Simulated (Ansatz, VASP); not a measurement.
This is a calculation of GaP for VASP 6.6.1.

File INCAR:

```
SYSTEM = GaP
ALGO = Normal ; EDIFF = 1E-7
ENCUT = 520 ; GGA = PE
ISIF = 2 ; ISMEAR = -1
LASPH = .True. ; LCHARG = .False.
LREAL = .False. ; LWAVE = .False.
NBANDS = 26 ; NELM = 100
PREC = Accurate ; SIGMA = 0.05
```

File KPOINTS:

```
k-points
0
Gamma
  8 8 8
  0 0 0
```

The input POSCAR:

```
GaP
1.0
    1.9558832007      1.1292296924      6.4733994878
   -1.9558832007      1.1292296924      6.4733994878
    0.0000000000     -2.2584593848      6.4733994878
Ga P
2 2
Direct
    0.5646280000      0.5646280000      0.5646280000
    0.4353720000      0.4353720000      0.4353720000
    0.9426110000      0.9426110000      0.9426110000
    0.0573890000      0.0573890000      0.0573890000
```

Potentials or basis: VASP PAW PBE potentials, release 64 (Ga_d, P).

Command:

```bash
$ cat potpaw_PBE.64/Ga_d/POTCAR potpaw_PBE.64/P/POTCAR > POTCAR
$ mpirun -np 1 vasp_std > vasp.out
```

**Question.** Translate it to Ansatz 0.2.0. Potentials there: all-electron LAPW, scalar-relativistic.

**Answer.** As run (the cutoff follows the program's own potentials):

input.yaml

```yaml
crystal:
  lattice:
    - [1.9558832007, 1.1292296924, 6.4733994878]
    - [-1.9558832007, 1.1292296924, 6.4733994878]
    - [0.0, -2.2584593848, 6.4733994878]
  atoms:
    - { symbol: Ga, position: [0.564628, 0.564628, 0.564628] }
    - { symbol: Ga, position: [0.435372, 0.435372, 0.435372] }
    - { symbol: P, position: [0.942611, 0.942611, 0.942611] }
    - { symbol: P, position: [0.057389, 0.057389, 0.057389] }
kpoints:
  mp_grid: { grid: [8, 8, 8] }
scf:
  occupations: { method: fermi_dirac, width: 0.05 }
hamiltonian:
  xc: pbe
  pseudopotentials: { kind: all_electron, lapw: { basis_error: 0.001 } }
output:
  forces: true
  stress: true
  eigenvalues: true
```

Potentials or basis: all-electron LAPW, scalar-relativistic.

The run is started by

```bash
$ ansatz run input.yaml --threads 2 --pin off --max-ram 6144MiB --backend cpu --events-out ev --progress --plain --runs-dir out
```

Both were run:

|  | VASP | Ansatz | Ansatz less VASP |
| --- | --- | --- | --- |
| gap on the k mesh at the Fermi level (eV) | 0.83 | 0.82 | -0.005 |
| least direct gap on the mesh (eV) | 1.07 | 1.08 | +0.008 |
| pressure (GPa) | -1.3 | -1.3 | +0.01 |
| traceless stress, the component that is largest in VASP (GPa) | -0.10 | -0.03 | +0.069 |
| rms of the force components (eV/Å) | 0.019 | 0.011 | -0.0072 |

Atom by atom the forces differ by 0.016 eV/Å (rms over components). Ansatz ran all-electron here, and VASP with PAW potentials.
